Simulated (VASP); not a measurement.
## Bi: single point with PBE+D3(BJ)

Bi:

```
CELL_PARAMETERS angstrom
2.26750 1.30914 3.93800
-2.26750 1.30914 3.93800
0.00000 -2.61828 3.93800
ATOMIC_POSITIONS crystal
Bi 0.23634 0.23634 0.23634
Bi 0.76366 0.76366 0.76366
```

- Program: VASP 6.6.1
- Task: single point
- Functional: PBE
- Dispersion: D3(BJ)
- Potentials or basis: VASP PAW PBE potentials, release 64 (Bi_d)
- Cutoff: 520 eV
- k mesh: 12 × 12 × 12
- Occupations: gaussian, width 0.1 eV
- Spin: no spin polarisation

```yaml
Pressure: -0.5 GPa
Band_gap_on_the_k_mesh: zero (band 15 reaches 6.33 eV, above the bottom of band 16 at 6.13 eV)
Dispersion_energy_per_atom: -0.455 eV
```

Forces on the atoms (eV/Å):
```
Bi   0.000  0.000 -0.003
Bi   0.000  0.000  0.003
```

Stress tensor (GPa, compression positive):
```
-0.43  0.00  0.00
 0.00 -0.43  0.00
 0.00  0.00 -0.64
```

Levels at points of the mesh, in eV from the Fermi level:
| k point | band 12 | band 13 | band 14 | band 15 | band 16 | band 17 | band 18 | band 19 |
| --- | --- | --- | --- | --- | --- | --- | --- | --- |
| (0.00, 0.00, 0.00) | -7.46 | -1.54 | -1.18 | -1.18 | 2.68 | 3.00 | 3.00 | 5.52 |
| (0.50, 0.00, 0.00) | -10.55 | -1.22 | -1.03 | -0.26 | -0.24 | 0.39 | 0.87 | 7.58 |
| (0.50, 0.50, 0.00) | -9.42 | -4.73 | -3.07 | -2.88 | 2.47 | 4.93 | 5.35 | 6.79 |
| (0.50, 0.50, 0.50) | -10.06 | -0.79 | -0.50 | -0.50 | 0.61 | 0.61 | 0.64 | 7.16 |

It took 3.4 min on 1 thread of Intel(R) Xeon(R) Platinum 8488C (Sapphire Rapids) (shared host), peak memory 0.37 GiB.

Caveat: spin-orbit coupling is left out, which moves the levels of the heavy elements; pairwise dispersion overbinds metals, which lowers pressure and volume.
